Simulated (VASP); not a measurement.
Write the native input for VASP 6.6.1 that does the following.

* Task: single point
* Functional: PBE
* Potentials or basis: VASP PAW PBE potentials, release 64 (Os)
* Cutoff: 520 eV
* k mesh: 6 × 6 × 6
* Occupations: gaussian, width 0.1 eV
* Spin: no spin polarisation
* Dipole correction: no
* Further INCAR settings: ALGO = Normal; EDIFF = 1e-07; NBANDS = 15

The structure of Os lies in POSCAR:

```
Os
1.0
    0.0000000000      2.5271650258      2.5271650258
    2.5271650258      0.0000000000      2.5271650258
    2.5271650258      2.5271650258      0.0000000000
Os
2
Direct
    0.5000000000      0.5000000000      0.5000000000
    0.7500000000      0.7500000000      0.7500000000
```

These files were run (other wordings do the same):

INCAR

```
SYSTEM = Os
ALGO     = Normal         ! electronic algorithm
EDIFF    = 1E-7           ! SCF threshold, eV
ENCUT    = 520            ! plane-wave cutoff, eV
GGA      = PE             ! functional
ISIF     = 2              ! what is computed and relaxed
ISMEAR   = 0              ! smearing method
LASPH    = .TRUE.         ! aspherical terms in the spheres
LCHARG   = .TRUE.         ! write CHGCAR
LELF     = .TRUE.         ! ELF
LREAL    = .FALSE.        ! projectors in reciprocal space
LVHAR    = .TRUE.       
LWAVE    = .FALSE.        ! write WAVECAR
NBANDS   = 15             ! bands
NELM     = 60             ! most SCF steps
PREC     = Accurate       ! precision mode
SIGMA    = 0.1            ! smearing width, eV
```

KPOINTS

```
k-points
0
G
  6 6 6
  0 0 0
```

Potentials or basis: VASP PAW PBE potentials, release 64 (Os).

Run with:

```console
$ cat potpaw_PBE.64/Os/POTCAR > POTCAR
$ mpirun -np 1 vasp_std > vasp.out
```

Results of the run:

```yaml
Pressure: 104.7 GPa
Band_gap_on_the_k_mesh: zero (band 8 reaches 8.53 eV, above the bottom of band 9 at 6.95 eV)
```

Caveat: spin-orbit coupling is left out, which moves the levels of the heavy elements.

Run time: 11 s on 1 thread of AMD EPYC 7R43 64-Core Processor (Zen 3) (shared host), peak memory 0.12 GiB.
